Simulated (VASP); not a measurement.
# WC (P1) in VASP: notebook

The runs below take WC through single point, with PBE+D3(BJ).

Program: VASP 6.6.1. These are calculated values, not measurements. Logs are shortened: lines on timing, memory, paths and dates and some standing lists are left out, and cuts for length are marked.

## 1. The cell of the first run

The typed cell holds 16 atoms: a = 5.961 Å, b = 5.162 Å, c = 5.854 Å, α = 90.00°, β = 90.00°, γ = 90.00°.

## 2. Single point, PBE+D3(BJ)

File INCAR:

```
SYSTEM = WC
PREC = Accurate ; ENCUT = 520
EDIFF = 1E-6 ; ISMEAR = -1
SIGMA = 0.36 ; LREAL = Auto
LASPH = .True. ; NELM = 100
ALGO = Normal ; ISIF = 2
LWAVE = .False. ; LCHARG = .False.
GGA = PE ; IVDW = 12
NBANDS = 86
```

File KPOINTS:

```
regular mesh
0
Gamma
  2 2 2
  0 0 0
```

File POSCAR:

```
WC
1.0
   -2.9803000000     -5.1620300000      0.0000000000
    4.4704490000     -2.5810150000      0.0000000000
    0.0000000000      0.0000000000      5.8542380000
W C
8 8
Direct
    0.7608680963      0.4903791962      0.0049707579
    0.7349429730      0.4954648946      0.4936253019
    0.5120864553     -0.0103856989      0.0095657197
    0.4950805636     -0.0053935066      0.4848282560
    0.2823665119      0.4541684550     -0.0126574970
    0.2543937925      0.5045734377      0.4847940928
   -0.0148109210     -0.0094713054      0.0225136047
   -0.0018884655     -0.0326428495      0.5114072916
    0.4968591598      0.6245210165      0.2169368584
    0.5359206064      0.6352391412      0.7316921519
    0.2201770909      0.1694446764      0.2742286870
    0.2454151974      0.1164113298      0.7458699151
   -0.0008472933      0.6584517152      0.2622202924
   -0.0261314329      0.6538091567      0.7495253866
    0.7829319988      0.2001079166      0.2556609417
    0.7667958675      0.1101414475      0.7531979397
```

Potentials or basis: VASP PAW PBE potentials, release 64 (W_sv, C).

Run with:

```bash
cat potpaw_PBE.64/W_sv/POTCAR potpaw_PBE.64/C/POTCAR > POTCAR
mpirun -np 1 vasp_std > vasp.out
```

OUTCAR:

```text
SYSTEM = WC
   PREC = Accurate
   ENCUT = 520
   EDIFF = 1E-6
   ISMEAR = -1
   LREAL = Auto
   LASPH = .True.
   NELM = 100
   ISIF = 2
   GGA = PE
   IVDW = 12
 IVDW          = 12

 ion  position               nearest neighbor table
   1  0.761  0.490  0.005-  15 2.10   9 2.12  14 2.14  10 2.22  13 2.24  16 2.45   5 2.86   2 2.86
                             7 2.91   7 2.91   3 2.97   3 2.98   2 3.00   5 3.12
   2  0.735  0.495  0.494-  10 1.97  15 2.08  14 2.22  13 2.24   9 2.25  16 2.51   1 2.86   6 2.87
                             8 2.90   4 2.95   4 2.95   1 3.00   6 3.10   8 3.15
   3  0.512  0.990  0.010-  16 2.22   9 2.24  12 2.31  15 2.42  10 2.45  11 2.51   5 2.76   4 2.78
                             7 2.82   1 2.97   1 2.98   4 3.07   5 3.09   7 3.14
   4  0.495  0.995  0.485-  12 2.22  11 2.24  16 2.33  10 2.36  15 2.42   9 2.47   3 2.78   6 2.91
                             2 2.95   2 2.95   8 2.97   6 3.00   8 3.01   3 3.07
   5  0.282  0.454  0.987-   9 2.05  12 2.26  11 2.26  10 2.32  14 2.53  13 2.56   3 2.76   1 2.86
                             6 2.93   6 2.96   7 2.98   3 3.09   1 3.12   7 3.29
   6  0.254  0.505  0.485-  11 2.13  13 2.15   9 2.22  10 2.32  14 2.41  12 2.52   8 2.84   2 2.87
                             4 2.91   5 2.93   5 2.96   4 3.00   2 3.10   8 3.17
   7  0.985  0.991  0.023-  15 2.12  16 2.14  13 2.22  11 2.23  12 2.33  14 2.36   3 2.82   8 2.87
                             1 2.91   1 2.91   5 2.98   8 3.00   3 3.14   5 3.29
   8  0.998  0.967  0.511-  16 2.11  14 2.14  12 2.16  13 2.16  11 2.18  15 2.31   6 2.84   7 2.87
                             2 2.90   4 2.97   7 3.00   4 3.01   2 3.15   6 3.17
   9  0.497  0.625  0.217-   5 2.05   1 2.12   6 2.22   3 2.24   2 2.25   4 2.47
  10  0.536  0.635  0.732-   2 1.97   1 2.22   6 2.32   5 2.32   4 2.36   3 2.45
  11  0.220  0.169  0.274-   6 2.13   8 2.18   7 2.23   4 2.24   5 2.26   3 2.51
  12  0.245  0.116  0.746-   8 2.16   4 2.22   5 2.26   3 2.31   7 2.33   6 2.52
  13  0.999  0.658  0.262-   6 2.15   8 2.16   7 2.22   2 2.24   1 2.24   5 2.56
  14  0.974  0.654  0.750-   1 2.14   8 2.14   2 2.22   7 2.36   6 2.41   5 2.53
  15  0.783  0.200  0.256-   2 2.08   1 2.10   7 2.12   8 2.31   3 2.42   4 2.42
  16  0.767  0.110  0.753-   8 2.11   7 2.14   3 2.22   4 2.33   1 2.45   2 2.51

  LATTYP: Found a simple orthorhombic cell.
 ALAT       =     5.1620299003
 B/A-ratio  =     1.1340961043
 C/A-ratio  =     1.1547006178

  Lattice vectors:

 A1 = (   4.4704490000,  -2.5810150000,   0.0000000000)
 A2 = (   0.0000000000,   0.0000000000,   5.8542380000)
 A3 = (  -2.9803000000,  -5.1620300000,   0.0000000000)

Analysis of symmetry for initial positions (statically):
=====================================================================
 Subroutine PRICEL returns:
 Original cell was already a primitive cell.

 Routine SETGRP: Setting up the symmetry group for a
 simple orthorhombic supercell.

 Subroutine GETGRP returns: Found  1 space group operations
 (whereof  1 operations were pure point group operations)
 out of a pool of  8 trial point group operations.

The static configuration has the point symmetry C_1 .

Analysis of symmetry for dynamics (positions and initial velocities):
=====================================================================
 Subroutine PRICEL returns:
 Original cell was already a primitive cell.

 Routine SETGRP: Setting up the symmetry group for a
 simple orthorhombic supercell.

 Subroutine GETGRP returns: Found  1 space group operations
 (whereof  1 operations were pure point group operations)
 out of a pool of  8 trial point group operations.

The dynamic configuration has the point symmetry C_1 .

 Subroutine INISYM returns: Found  1 space group operations
 (whereof  1 operations are pure point group operations),
 and found     1 'primitive' translations

----------------------------------------------------------------------------------------

                                     Primitive cell

  volume of cell :     180.1278

  direct lattice vectors                    reciprocal lattice vectors
    -2.980300000 -5.162030000  0.000000000    -0.083884187 -0.145291670  0.000000000
     4.470449000 -2.581015000  0.000000000     0.167768374 -0.096861135  0.000000000
     0.000000000  0.000000000  5.854238000     0.000000000  0.000000000  0.170816424

  length of vectors
     5.960599115  5.162029900  5.854238000     0.167768370  0.193722241  0.170816424

  position of ions in fractional coordinates (direct lattice)
     0.760868096  0.490379196  0.004970758
     0.734942973  0.495464895  0.493625302
     0.512086455  0.989614301  0.009565720
     0.495080564  0.994606493  0.484828256
     0.282366512  0.454168455  0.987342503
     0.254393792  0.504573438  0.484794093
[... 8 lines left out ...]
     0.782931999  0.200107917  0.255660942
     0.766795868  0.110141447  0.753197940

  ion indices of the primitive-cell ions
   primitive index   ion index
                 1           1
                 2           2
                 3           3
                 4           4
                 5           5
                 6           6
[... 8 lines left out ...]
                15          15
                16          16

----------------------------------------------------------------------------------------

 KPOINTS: regular mesh

Automatic generation of k-mesh.
 Grid dimensions read from file:
 generate k-points for:    2    2    2

 Generating k-lattice:

  Cartesian coordinates                     Fractional coordinates (reciprocal lattice)
    -0.041942093 -0.072645835  0.000000000     0.500000000  0.000000000  0.000000000
     0.083884187 -0.048430567  0.000000000     0.000000000  0.500000000  0.000000000
     0.000000000  0.000000000  0.085408212     0.000000000  0.000000000  0.500000000

  Length of vectors
     0.083884185  0.096861120  0.085408212

  Shift w.r.t. Gamma in fractional coordinates (k-lattice)
     0.000000000  0.000000000  0.000000000

 Subroutine IBZKPT returns following result:
 ===========================================

 Found      8 irreducible k-points:

 Following reciprocal coordinates:
            Coordinates               Weight
  0.000000  0.000000  0.000000      1.000000
  0.500000  0.000000  0.000000      1.000000
  0.000000  0.500000  0.000000      1.000000
  0.500000  0.500000  0.000000      1.000000
  0.000000  0.000000  0.500000      1.000000
  0.500000  0.000000  0.500000      1.000000
  0.000000  0.500000  0.500000      1.000000
  0.500000  0.500000  0.500000      1.000000
   k-points           NKPTS =      8   k-points in BZ     NKDIM =      8   number of bands    NBANDS=     86
   number of dos      NEDOS =    301   number of ions     NIONS =     16
   total plane-waves  NPLWV =  92160
   dimension x,y,z NGX =    48 NGY =   40 NGZ =   48
   dimension x,y,z NGXF=    96 NGYF=   80 NGZF=   96
   ions per type =               8   8
   NGX,Y,Z   is equivalent  to a cutoff of  13.39, 12.88, 13.63 a.u.
   NGXF,Y,Z  is equivalent  to a cutoff of  26.78, 25.76, 27.26 a.u.
 SYSTEM =  WC
   PREC   = accura    normal or accurate (medium, high low for compatibility)
   ISTART =      0    job   : 0-new  1-cont  2-samecut
   ICHARG =      2    charge: 1-file 2-atom 10-const
   ISPIN  =      1    spin polarized calculation?
   LNONCOLLINEAR =      F non collinear calculations
   LSORBIT =      F    spin-orbit coupling
   LASPH  =      T    aspherical Exc in radial PAW
   ENCUT  =  520.0 eV  38.22 Ry    6.18 a.u.  11.08  9.60 10.89*2*pi/ulx,y,z
   NELM   =    100;   NELMIN=  2; NELMDL= -5     # of ELM steps
   EDIFF  = 0.1E-05   stopping-criterion for ELM
   LREAL  =      T    real-space projection
   EDIFFG = 0.1E-04   stopping-criterion for IOM
   NSW    =      0    number of steps for IOM
[... 5 lines left out ...]
   TEBEG  =    0.0;   TEEND  =   0.0 temperature during run
   PSTRESS=    0.0 pullay stress
   NELECT =     144.0000    total number of electrons
   NUPDOWN=      -1.0000    fix difference up-down
   EMIN   =  10.00;   EMAX   =-10.00  energy-range for DOS
   EFERMI =   0.00;   METHOD = LEGACY
   ISMEAR =    -1;   SIGMA  =   0.36  broadening in eV -4-tet -1-fermi 0-gaus
   EFERMI_NEDOS =   21; number of points for ismear=-14 and -15
   IALGO  =     38    algorithm
   IMIX   =      4    mixing-type and parameters
     AMIX     =   0.40;   BMIX     =  1.00
     AMIX_MAG =   1.60;   BMIX_MAG =  1.00
  volume/ion in A,a.u.               =      11.26        75.97
  Fermi-wavevector in a.u.,A,eV,Ry     =   1.519388  2.871227 31.409597  2.308540
  Thomas-Fermi vector in A             =   2.628381
   LORBIT       =      0    0 simple, 1 ext, 2 COOP (PROOUT), +10 PAW based schemes
   GGA     = PE    functional components
   LHFCALC =     F    Hartree Fock is set to
   AEXX    =    0.0000 exact exchange contribution
   IVDW    =    12    specifies the selected vdW correction
   LEPSILON=     F    determine dielectric tensor
   LRPA    =     F    only Hartree local field effects (RPA)
 non-spin polarized calculation
  energy-cutoff  :      520.00
  volume of cell :      180.13
 maximum number of plane-waves:      4876
 NGX is ok and might be reduce to    48
   NGX = 23   NGY = 19   NGZ = 21

 number of electron     143.9999997 magnetization

 Free energy of the ion-electron system (eV)
  ---------------------------------------------------
  ext. energy  EPLUGINS =         0.00000000
  ---------------------------------------------------
  free energy    TOTEN  =      -174.88700534 eV

  energy without entropy =     -172.71105443  energy(sigma->0) =     -173.79902988

 E-fermi :  10.3559     XC(G=0): -13.3216

 val. band max:       10.2234229012   @ k =   0.0000   0.0000   0.0000
 cond. band min:      10.3798778074   @ k =   0.5000   0.0000   0.0000
 fundamental gap:      0.1564549061
 Fermi energy:        10.3559259472

 k-point     1 :       0.0000    0.0000    0.0000
  band No.  band energies     occupation
      1     -64.1579      2.00000
      2     -64.1291      2.00000
      3     -64.0763      2.00000
      4     -64.0437      2.00000
      5     -64.0383      2.00000
      6     -64.0212      2.00000
[... 685 lines left out ...]
     83      13.2688      0.00061
     84      13.5013      0.00032
 [bands above 84 left out]

------------------------ aborting loop because EDIFF is reached ----------------------------------------

 Edisp (eV)   -6.79487

 E8    (eV) :    -3.1139

  FORCE on cell =-STRESS in cart. coord.  units (eV):
  Direction    XX          YY          ZZ          XY          YZ          ZX
  --------------------------------------------------------------------------------------
  -------------------------------------------------------------------------------------
  Total     -12.84173   -17.51152   -24.94186     1.42280     1.05768     2.79410
  in kB    -114.22297  -155.75913  -221.84955    12.65535     9.40775    24.85259
  external pressure =     -163.94 kB  Pullay stress =        0.00 kB

 VOLUME and BASIS-vectors are now :
 -----------------------------------------------------------------------------
  energy-cutoff  :      520.00
  volume of cell :      180.13
      direct lattice vectors                 reciprocal lattice vectors
    -2.980300000 -5.162030000  0.000000000    -0.083884187 -0.145291670  0.000000000
     4.470449000 -2.581015000  0.000000000     0.167768374 -0.096861135  0.000000000
     0.000000000  0.000000000  5.854238000     0.000000000  0.000000000  0.170816424

 POSITION                                       TOTAL-FORCE (eV/Angst)
 -----------------------------------------------------------------------------------
     -0.07540     -5.19330      0.02910        -0.615466     -0.188989     -1.491961
      0.02460     -5.07260      2.88980        -2.515674     -2.382934     -0.107380
      2.89785     -5.19762      0.05600        -0.455280      1.361162     -1.931828
      2.97085     -5.12272      2.83830        -0.913913     -0.102223      1.990664
      1.18880     -2.62980      5.78014         3.097144      1.813893     -0.439487
      1.49750     -2.61550      2.83810        -1.646961      1.356044      1.851984
[... 8 lines left out ...]
     -1.43880     -4.55800      1.49670        -1.970778      3.552483     -0.011099
     -1.79290     -4.24250      4.40940         2.750603      0.693621      0.065021
 -----------------------------------------------------------------------------------
    total drift:                               -0.007539     -0.015171     -0.008886

  FREE ENERGIE OF THE ION-ELECTRON SYSTEM (eV)
  ---------------------------------------------------
  free  energy   TOTEN  =      -181.6818732467 eV

  energy  without entropy=     -179.5059223310  energy(sigma->0) =     -180.59389779
```

It took 3.5 min on 1 thread of AMD EPYC 9R45 (Zen 5), shared host; peak memory 0.3 GiB.

What came out:

```yaml
Free_energy: -181.6819 eV
Pressure: -16.4 GPa
Largest_force: 4.567 eV/Å
Band_gap_on_the_k_mesh: zero (band 72 reaches 10.43 eV, above the bottom of band 73 at 10.43 eV)
Dispersion_energy_per_atom: -0.425 eV
```

Forces in eV/Å, atoms in the order of the input:
```
W   -0.615 -0.189 -1.492
W   -2.516 -2.383 -0.107
W   -0.455  1.361 -1.932
W   -0.914 -0.102  1.991
W    3.097  1.814 -0.439
W   -1.647  1.356  1.852
W   -1.823 -1.761 -2.021
W    1.999 -1.104 -0.472
C    1.719 -1.553  2.141
C    3.040  2.772  1.982
C   -1.615 -1.464 -1.518
C    0.432 -1.526  0.861
C    0.289  0.080 -0.807
C   -1.770 -1.547 -0.092
C   -1.971  3.552 -0.011
C    2.751  0.694  0.065
```

Stress tensor (GPa, compression positive):
```
-11.42   1.27   2.49
  1.27 -15.58   0.94
  2.49   0.94 -22.18
```

Levels at points of the mesh, in eV from the Fermi level:
```csv
k point,band 70,band 71,band 72,band 73,band 74,band 75
"(0.00, 0.00, 0.00)",-0.57,-0.33,-0.13,0.12,0.65,0.73
"(0.50, 0.00, 0.00)",-0.86,-0.43,0.02,0.30,0.37,0.68
"(0.00, 0.50, 0.00)",-0.59,-0.34,-0.31,0.87,1.05,1.54
"(0.50, 0.50, 0.00)",-1.43,-1.13,-0.89,1.08,1.20,1.35
"(0.00, 0.00, 0.50)",-1.06,-0.37,0.08,0.15,0.42,0.64
"(0.50, 0.00, 0.50)",-1.01,-0.90,-0.83,0.07,0.23,0.47
"(0.00, 0.50, 0.50)",-1.28,-1.22,-0.92,0.47,0.55,1.05
"(0.50, 0.50, 0.50)",-1.42,-1.31,-0.79,0.69,0.88,1.26
```

Caveat: the k points lie up to 0.61 Å⁻¹ apart; spin-orbit coupling is left out, which moves the levels of the heavy elements; pairwise dispersion overbinds metals, which lowers pressure and volume; forces of over 1 eV/Å act on the atoms, so gaps and moduli don't describe the material at rest.

## 3. Single point, PBE+D3(BJ)

File INCAR:

```
PREC = Accurate ; ENCUT = 520
EDIFF = 1E-6 ; ISMEAR = -1
SIGMA = 0.36 ; LREAL = Auto
LASPH = T ; NELM = 60
ALGO = Normal ; ISIF = 2
LWAVE = F ; LCHARG = T
GGA = PE ; IVDW = 12
LELF = T ; LVHAR = T
NBANDS = 86
```

File KPOINTS:

```
regular mesh
0
Gamma
  2 2 2
```

File POSCAR:

```
WC
1.0
   -2.9803000000     -5.1620300000      0.0000000000
    4.4704490000     -2.5810150000      0.0000000000
    0.0000000000      0.0000000000      5.8542380000
W C
8 8
Direct
    0.7171612559      0.4442407666      0.0047999415
    0.7623123368      0.4682347248      0.5055995332
    0.4854459142     -0.0636905917      0.0095315565
    0.5064354745     -0.0575491087      0.5562978478
    0.2291886792      0.4729616691      0.0040141860
    0.2226472117      0.4484237456      0.5019098984
   -0.0016377147     -0.0480222190     -0.0373404703
    0.0017532310      0.0164469284      0.4938644449
    0.4677701537      0.6109443121      0.2207460646
    0.4734375651      0.6754323728      0.7930835747
    0.2172561727      0.1352634985      0.2471201205
    0.2358413397      0.1794177598      0.7531466948
   -0.0108670862      0.5721377927      0.2105141609
   -0.0555325891      0.6774702552      0.7132439781
    0.7769816987      0.0875613516      0.2020929112
    0.7477854514      0.1562986136      0.7617045976
```

Potentials or basis: VASP PAW PBE potentials, release 64 (W_sv, C).

Run with:

```bash
cat potpaw_PBE.64/W_sv/POTCAR potpaw_PBE.64/C/POTCAR > POTCAR
mpirun -np 1 vasp_std > vasp.out
```

Wall time 3.1 min (1 thread of AMD EPYC 9R45 (Zen 5), shared host); peak memory 0.3 GiB.

The run converged. Its results:

```
Free energy                : -178.2200 eV
Pressure                   : -2.2 GPa
Largest force              : 7.879 eV/Å
Band gap on the k mesh     : zero (band 72 reaches 10.44 eV, above the bottom of band 73 at 10.26 eV)
Dispersion energy per atom : -0.425 eV
```

Forces on the atoms (eV/Å):
```
W    0.171 -2.244  0.000
W    0.896  2.594 -2.208
W    5.389 -3.521  4.543
W    2.790 -0.452 -5.573
W   -2.314  0.249 -1.314
W    2.486 -3.911 -1.507
W    0.973 -0.693  3.717
W   -2.374  4.144 -0.355
C   -1.008 -1.193  3.535
C   -5.087  3.136 -4.092
C   -1.482 -1.760 -0.655
C   -2.561  1.233  0.134
C    2.777  0.878  2.329
C   -2.327 -1.096  1.129
C    2.070  1.534  2.011
C   -0.400  1.102 -1.695
```

Stress tensor (GPa, compression positive):
```
-3.33 -5.07  5.19
-5.07 -1.42 -1.27
 5.19 -1.27 -1.78
```

Levels at points of the mesh, in eV from the Fermi level:
| k point | band 68 | band 69 | band 70 | band 71 | band 72 | band 73 | band 74 | band 75 | band 76 | band 77 |
| --- | --- | --- | --- | --- | --- | --- | --- | --- | --- | --- |
| (0.00, 0.00, 0.00) | -1.19 | -0.76 | -0.65 | -0.36 | 0.05 | 0.19 | 0.45 | 0.86 | 1.05 | 1.53 |
| (0.50, 0.00, 0.00) | -1.42 | -0.99 | -0.86 | -0.33 | -0.09 | 0.39 | 0.57 | 0.81 | 1.15 | 1.25 |
| (0.00, 0.50, 0.00) | -1.38 | -1.02 | -0.50 | -0.27 | 0.04 | 0.75 | 0.80 | 1.17 | 1.53 | 1.88 |
| (0.50, 0.50, 0.00) | -1.70 | -1.54 | -1.19 | -0.85 | -0.59 | 0.91 | 0.98 | 1.05 | 1.33 | 1.51 |
| (0.00, 0.00, 0.50) | -1.25 | -1.01 | -0.93 | -0.67 | -0.27 | -0.03 | 0.78 | 0.84 | 1.47 | 1.61 |
| (0.50, 0.00, 0.50) | -1.32 | -1.19 | -1.02 | -0.89 | -0.61 | -0.13 | 0.42 | 0.67 | 0.74 | 1.60 |
| (0.00, 0.50, 0.50) | -1.43 | -1.24 | -1.05 | -0.82 | -0.59 | 0.23 | 0.52 | 0.84 | 1.00 | 1.25 |
| (0.50, 0.50, 0.50) | -1.70 | -1.32 | -1.21 | -0.87 | -0.63 | 0.27 | 0.49 | 0.66 | 1.01 | 1.53 |

Caveat: the k points lie up to 0.61 Å⁻¹ apart; spin-orbit coupling is left out, which moves the levels of the heavy elements; pairwise dispersion overbinds metals, which lowers pressure and volume; forces of over 1 eV/Å act on the atoms, so gaps and moduli don't describe the material at rest.
